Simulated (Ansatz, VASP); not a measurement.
One calculation of Ga4AsP3, two programs

```
Ga P As
1.0
     3.82405    0.00000    0.00000
     0.00000    3.82405    5.40802
     0.00000   -3.82405    5.40802
Ga P As
4 3 1
Direct
  0.00000 0.00000 0.00000
  0.50000 0.50000 0.00000
  0.50000 0.00000 0.50000
  0.00000 0.50000 0.50000
  0.00000 0.62500 0.12500
  0.00000 0.12500 0.62500
  0.50000 0.62500 0.62500
  0.50000 0.12500 0.12500
```

Alike in both runs: task relaxation of cell and atoms; functional PBE; k mesh 4 × 4 × 4; occupations gaussian, width 0.1 eV; no spin polarisation.

```csv
,VASP,Ansatz
version,VASP 6.6.1,Ansatz 0.2.0
potentials or method,"VASP PAW PBE potentials, release 64 (Ga_d, P, As), cutoff 600 eV","scalar-relativistic, plane waves, PAW"
valence electrons in the cell,72,82
```

VASP gave:

| Property | Result |
| --- | --- |
| gap on the k mesh at the Fermi level, each at its own relaxed structure (eV) | 1.11 |
| relaxed volume (Å³/atom) | 21.56 |
| relaxed length of the cell vector where the two differ most in proportion (Å) | 3.952 |

**Question.** Which values does Ansatz return?

**Answer.** gap on the k mesh at the Fermi level, each at its own relaxed structure (eV): 1.14; relaxed volume (Å³/atom): 21.50; relaxed length of the cell vector where the two differ most in proportion (Å): 3.945.

VASP's potentials hold 72 valence electrons a cell and Ansatz's 82, so a difference there can come from the potentials and not from the codes.
